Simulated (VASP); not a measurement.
# Si2W (I4/mmm) in VASP: a series of runs, part 2 of 2

VASP 6.6.1.

### Step 3. Single point, PBE

File INCAR:

```
ALGO = Normal
EDIFF = 1E-7
ENCUT = 520
GGA = PE
ISIF = 2
ISMEAR = 1
LASPH = True
LCHARG = False
LREAL = False
LWAVE = False
NBANDS = 18
NELM = 60
PREC = Accurate
SIGMA = 0.2
```

File KPOINTS:

```
k-points
0
Gamma
  12 12 12
```

File POSCAR:

```
Si2W
1.0
   -1.6069000000      1.6069000000      3.9149500000
    1.6069000000     -1.6069000000      3.9149500000
    1.6069000000      1.6069000000     -3.9149500000
Si W
2 1
Direct
    0.3347000000      0.3347000000      0.0000000000
    0.6653000000      0.6653000000      0.0000000000
    0.0000000000      0.0000000000      0.0000000000
```

Potentials or basis: VASP PAW PBE potentials, release 64 (Si, W_sv).

Started as:

```sh
$ cat potpaw_PBE.64/Si/POTCAR potpaw_PBE.64/W_sv/POTCAR > POTCAR
$ mpirun -np 1 vasp_std > vasp.out
```

OUTCAR:

```text
EDIFF = 1E-7
   ENCUT = 520
   GGA = PE
   ISIF = 2
   ISMEAR = 1
   LASPH = True
   LREAL = False
   NELM = 60
   PREC = Accurate

 ion  position               nearest neighbor table
   1  0.335  0.335  0.000-   2 2.59   3 2.62   3 2.62   3 2.62   3 2.62   3 2.62   2 2.63   2 2.63
                             2 2.63   2 2.63
   2  0.665  0.665  0.000-   1 2.59   3 2.62   3 2.62   3 2.62   3 2.62   3 2.62   1 2.63   1 2.63
                             1 2.63   1 2.63
   3  0.000  0.000  0.000-   2 2.62   2 2.62   2 2.62   1 2.62   2 2.62   1 2.62   1 2.62   1 2.62
                             1 2.62   2 2.62

  LATTYP: Found a body centered tetragonal cell.
 ALAT       =     3.2138000000
 C/A-ratio  =     2.4363370465

  Lattice vectors:

 A1 = (  -1.6069000000,   1.6069000000,   3.9149500000)
 A2 = (   1.6069000000,  -1.6069000000,   3.9149500000)
 A3 = (   1.6069000000,   1.6069000000,  -3.9149500000)

Analysis of symmetry for initial positions (statically):
=====================================================================
 Subroutine PRICEL returns:
 Original cell was already a primitive cell.

 Routine SETGRP: Setting up the symmetry group for a
 body centered tetragonal supercell.

 Subroutine GETGRP returns: Found 16 space group operations
 (whereof 16 operations were pure point group operations)
 out of a pool of 16 trial point group operations.

The static configuration has the point symmetry D_4h.

Analysis of symmetry for dynamics (positions and initial velocities):
=====================================================================
 Subroutine PRICEL returns:
 Original cell was already a primitive cell.

 Routine SETGRP: Setting up the symmetry group for a
 body centered tetragonal supercell.

 Subroutine GETGRP returns: Found 16 space group operations
[... 115 lines left out ...]
   PSTRESS=    0.0 pullay stress
   NELECT =      22.0000    total number of electrons
   NUPDOWN=      -1.0000    fix difference up-down
   EMIN   =  10.00;   EMAX   =-10.00  energy-range for DOS
   EFERMI =   0.00;   METHOD = LEGACY
   ISMEAR =     1;   SIGMA  =   0.20  broadening in eV -4-tet -1-fermi 0-gaus
   EFERMI_NEDOS =   21; number of points for ismear=-14 and -15
   IALGO  =     38    algorithm
   IMIX   =      4    mixing-type and parameters
     AMIX     =   0.40;   BMIX     =  1.00
     AMIX_MAG =   1.60;   BMIX_MAG =  1.00
  volume/ion in A,a.u.               =      13.48        90.96
  Fermi-wavevector in a.u.,A,eV,Ry     =   1.336476  2.525573 24.302284  1.786167
  Thomas-Fermi vector in A             =   2.465099
   LORBIT       =      0    0 simple, 1 ext, 2 COOP (PROOUT), +10 PAW based schemes
   GGA     = PE    functional components
   LHFCALC =     F    Hartree Fock is set to
   AEXX    =    0.0000 exact exchange contribution
   IVDW    =     0    specifies the selected vdW correction
   LEPSILON=     F    determine dielectric tensor
   LRPA    =     F    only Hartree local field effects (RPA)
 non-spin polarized calculation
 Methfessel and Paxton  Order N= 1 SIGMA  =   0.20
  energy-cutoff  :      520.00
  volume of cell :       40.44
 maximum number of plane-waves:      1118
 NGX is ok and might be reduce to    36
   NGX = 17   NGY = 17   NGZ = 17

 number of electron      21.9999999 magnetization

 Free energy of the ion-electron system (eV)
  ---------------------------------------------------
  ext. energy  EPLUGINS =         0.00000000
  ---------------------------------------------------
  free energy    TOTEN  =       -24.80804851 eV

  energy without entropy =      -24.80915274  energy(sigma->0) =      -24.80841659

 E-fermi :  11.9675     XC(G=0): -12.5285

 val. band max:       11.9207973042   @ k =  -0.3333  -0.4167   0.3333
 cond. band min:      11.9900793890   @ k =  -0.4167  -0.4167   0.3333
 fundamental gap:      0.0692820848
 Fermi energy:        11.9674931659

 k-point     1 :       0.0000    0.0000    0.0000
  band No.  band energies     occupation
      1     -61.8930      2.00000
      2     -26.1507      2.00000
      3     -26.1354      2.00000
      4     -26.1354      2.00000
      5      -2.1176      2.00000
      6       5.1048      2.00000
[... 481 lines left out ...]
      5       0.9650      2.00000
      6       3.6474      2.00000
[... 10 lines left out ...]
     17      19.0356      0.00000
     18      20.3219      0.00000

 [... further k-points ...]
[... 5 lines left out ...]
  --------------------------------------------------------------------------------------
  -------------------------------------------------------------------------------------
  Total        0.8108419      0.8108419      0.9296522      0.0000000     -0.0000000      0.0000000
  in kB       32.1279382     32.1279382     36.8355501      0.0000000     -0.0000000      0.0000000
  external PRESSURE =      33.6971422 kB  Pullay stress =       0.0000000 kB

 VOLUME and BASIS-vectors are now :
 -----------------------------------------------------------------------------
  energy-cutoff  :      520.00
  volume of cell :       40.44
      direct lattice vectors                 reciprocal lattice vectors
    -1.606900000  1.606900000  3.914950000     0.000000000  0.311158131  0.127715552
     1.606900000 -1.606900000  3.914950000     0.311158131  0.000000000  0.127715552
     1.606900000  1.606900000 -3.914950000     0.311158131  0.311158131  0.000000000

 POSITION                                       TOTAL-FORCE (eV/Angst)
 -----------------------------------------------------------------------------------
      0.00000      0.00000      2.62067         0.000000      0.000000     -0.076509
      0.00000      0.00000      5.20923        -0.000000     -0.000000      0.076509
      0.00000      0.00000      0.00000         0.000000      0.000000      0.000000
 -----------------------------------------------------------------------------------
    total drift:                               -0.000000     -0.000000      0.000000

  FREE ENERGIE OF THE ION-ELECTRON SYSTEM (eV)
  ---------------------------------------------------
  free  energy   TOTEN  =       -24.8080485109 eV

  energy  without entropy=      -24.8091527398  energy(sigma->0) =      -24.80841659
```

OSZICAR:

```text
N       E                     dE             d eps       ncg     rms          rms(c)
DAV:   1     0.131566989151E+03    0.13157E+03   -0.10937E+04  5868   0.124E+03
DAV:   2    -0.210023047012E+02   -0.15257E+03   -0.14886E+03  6752   0.321E+02
DAV:   3    -0.256298320306E+02   -0.46275E+01   -0.45686E+01  7310   0.501E+01
DAV:   4    -0.256718984492E+02   -0.42066E-01   -0.41986E-01  7026   0.497E+00
DAV:   5    -0.256723307219E+02   -0.43227E-03   -0.43225E-03  6930   0.548E-01    0.254E+01
DAV:   6    -0.249102556820E+02    0.76208E+00   -0.34963E+00  6296   0.133E+01    0.876E+00
DAV:   7    -0.248306627119E+02    0.79593E-01   -0.22753E-01  6238   0.269E+00    0.455E+00
DAV:   8    -0.248085308991E+02    0.22132E-01   -0.43046E-02  6620   0.164E+00    0.331E-01
DAV:   9    -0.248081395743E+02    0.39132E-03   -0.10046E-03  6738   0.258E-01    0.196E-01
DAV:  10    -0.248080551467E+02    0.84428E-04   -0.26496E-04  7054   0.141E-01    0.383E-02
DAV:  11    -0.248080490186E+02    0.61281E-05   -0.35618E-05  6744   0.432E-02    0.176E-02
DAV:  12    -0.248080493057E+02   -0.28716E-06   -0.17186E-06  6950   0.838E-03    0.427E-03
DAV:  13    -0.248080485914E+02    0.71431E-06   -0.34429E-07  6230   0.512E-03    0.657E-04
DAV:  14    -0.248080485109E+02    0.80518E-07   -0.12915E-08  3252   0.108E-03
   1 F= -.24808049E+02 E0= -.24808417E+02  d E =0.110423E-02
```

It took 74 s on 1 thread of Intel Xeon 6975P-C (Granite Rapids), shared host; peak memory 0.27 GiB.

Results:

* Free energy: -24.8080 eV
* Pressure: 3.4 GPa
* Largest force: 0.077 eV/Å
* Band gap on the k mesh: zero (band 11 reaches 12.70 eV, above the bottom of band 12 at 11.40 eV)

Forces on the atoms (eV/Å):
```
Si   0.000  0.000 -0.077
Si   0.000  0.000  0.077
W    0.000  0.000  0.000
```

Caveat: spin-orbit coupling is left out, which moves the levels of the heavy elements.
